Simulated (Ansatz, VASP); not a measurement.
One calculation of HfO2, two programs

The input INCAR:

```
SYSTEM = HfO2
PREC     = Accurate       ! precision mode
ENCUT    = 520            ! plane-wave cutoff, eV
EDIFF    = 1E-6           ! SCF threshold, eV
ISMEAR   = 0              ! smearing method
SIGMA    = 0.05           ! smearing width, eV
LREAL    = .False.        ! projectors in reciprocal space
LASPH    = .True.         ! aspherical terms in the spheres
NELM     = 60             ! most SCF steps
ALGO     = Normal         ! electronic algorithm
ISIF     = 2              ! what is computed and relaxed
LWAVE    = .False.        ! write WAVECAR
LCHARG   = .False.        ! write CHGCAR
GGA      = PE             ! functional
NBANDS   = 31             ! bands
```

Contents of KPOINTS:

```
regular mesh
0
Gamma
  6 6 6
  0 0 0
```

POSCAR

```
HfO2
1.0
    0.0000000000     -2.5489194559     -2.5489194559
    0.0000000000      2.5489194559     -2.5489194559
    5.0978389119      0.0000000000      0.0000000000
Hf O
2 4
Direct
    0.5102788654      0.4897211346      0.5000000000
   -0.0102788654      0.0102788654      0.0000000000
    0.0000749786      0.5000749786      0.7500000000
    0.4999250214     -0.0000749786      0.2500000000
    0.0000749786      0.5000749786      0.2500000000
    0.4999250214     -0.0000749786      0.7500000000
```

Input for Ansatz:

```yaml
crystal:
  lattice:
    - [0.0, -2.5489194559, -2.5489194559]
    - [0.0, 2.5489194559, -2.5489194559]
    - [5.0978389119, 0.0, 0.0]
  atoms:
    - { symbol: Hf, position: [0.5102788654, 0.4897211346, 0.5] }
    - { symbol: Hf, position: [-0.0102788654, 0.0102788654, 0.0] }
    - { symbol: O, position: [7.49786e-05, 0.5000749786, 0.75] }
    - { symbol: O, position: [0.4999250214, -7.49786e-05, 0.25] }
    - { symbol: O, position: [7.49786e-05, 0.5000749786, 0.25] }
    - { symbol: O, position: [0.4999250214, -7.49786e-05, 0.75] }
basis:
  ecutwfc: 520.0
kpoints:
  mp_grid: { grid: [6, 6, 6] }
hamiltonian:
  xc: pbe
  pseudopotentials: { kind: paw, azcp: { folder: soft_1 } }
scf:
  occupations: { method: gaussian, width: 0.05 }
output:
  forces: true
  stress: true
  eigenvalues: true
```

Change from the starting cell: mode 1 frozen in at +0.000 Å and mode 5 at -0.052 Å (largest displacements).

Alike in both runs: task single point; functional PBE; k mesh 6 × 6 × 6; occupations gaussian, width 0.05 eV; no spin polarisation.

|  | VASP | Ansatz |
| --- | --- | --- |
| version | VASP 6.6.1 | Ansatz 0.2.0 |
| potentials or method | VASP PAW PBE potentials, release 64 (Hf_pv, O), cutoff 520 eV | scalar-relativistic, plane waves, PAW |
| valence electrons in the cell | 44 | 76 |

|  | VASP | Ansatz | Ansatz less VASP |
| --- | --- | --- | --- |
| gap on the k mesh at the Fermi level (eV) | 3.75 | 3.75 | -0.006 |
| least direct gap on the mesh (eV) | 3.75 | 3.75 | -0.006 |
| pressure (GPa) | -3.4 | 0.3 | +3.66 |
| traceless stress, the component that is largest in VASP (GPa) | -0.11 | -0.11 | +0.005 |
| rms of the force components (eV/Å) | 0.088 | 0.094 | +0.0063 |

Atom by atom the forces differ by 0.013 eV/Å (rms over components). With one functional, cell and mesh, what is left measures potentials, basis and numerics. VASP's potentials hold 44 valence electrons a cell and Ansatz's 76, so a difference there can come from the potentials and not from the codes.

Neither program's run includes spin-orbit coupling.
